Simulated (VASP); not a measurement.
Input of a VASP 6.6.1 run:

Contents of INCAR:

```
PREC = Accurate ; ENCUT = 500
EDIFF = 1E-8 ; ISMEAR = 0
SIGMA = 0.01 ; LREAL = F
LASPH = T ; NELM = 120
ALGO = Normal ; ISIF = 2
LWAVE = F ; LCHARG = T
GGA = PE ; IBRION = 8
NSW = 1 ; GGA_COMPAT = F
```

KPOINTS

```
Automatic mesh
0
Gamma
  8 8 8
```

POSCAR

```
BP
1.0
    0.0000000000      2.2742335117      2.2742335117
    2.2742335117      0.0000000000      2.2742335117
    2.2742335117      2.2742335117      0.0000000000
B P
1 1
Direct
    0.0000000000      0.0000000000      0.0000000000
    0.2500000000      0.2500000000      0.2500000000
```

Potentials or basis: VASP PAW PBE potentials, release 64 (B, P).

Run with:

```sh
$ cat potpaw_PBE.64/B/POTCAR potpaw_PBE.64/P/POTCAR > POTCAR
$ mpirun -np 1 vasp_std > vasp.out
```

**Question.** What does it give for the highest phonon frequency at Γ, LO-TO splitting left out?

**Answer.** 799 cm⁻¹.

Phonon frequencies in cm⁻¹ (negative: imaginary):
```tsv
q point	frequencies
(0.000, 0.000, 0.000)	0 0 0 799 799 799
```
